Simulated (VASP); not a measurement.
A run of VASP 6.6.1 is set up as follows.

The input INCAR:

```
SYSTEM = Cu
PREC = Accurate
ENCUT = 520
EDIFF = 1E-6
ISMEAR = -1
SIGMA = 0.1
LREAL = .False.
LASPH = .True.
NELM = 60
ALGO = Normal
ISIF = 2
LWAVE = .False.
LCHARG = .False.
GGA = CA
NBANDS = 24
```

The input KPOINTS:

```
Automatic mesh
0
Gamma
  10 10 15
  0 0 0
```

The input POSCAR:

```
Cu
1.0
    3.9984259746      0.0000000000      0.0000000000
   -1.9992129873      3.4627384691      0.0000000000
    0.0000000000      0.0000000000      2.4003998116
Cu
3
Direct
    1.0000000000      1.0000000000      0.0000000000
    0.3333333333      0.6666666667      0.5000000000
    0.6666666667      0.3333333333      0.5000000000
```

Potentials or basis: VASP PAW LDA potentials, release 64 (Cu).

Command:

```console
$ cat potpaw_LDA.64/Cu/POTCAR > POTCAR
$ mpirun -np 1 vasp_std > vasp.out
```

Task: What does it give for the pressure?

Result: 1.2 GPa.

Stress tensor (GPa, compression positive):
```
1.19 0.00 0.00
0.00 1.19 0.00
0.00 0.00 1.08
```
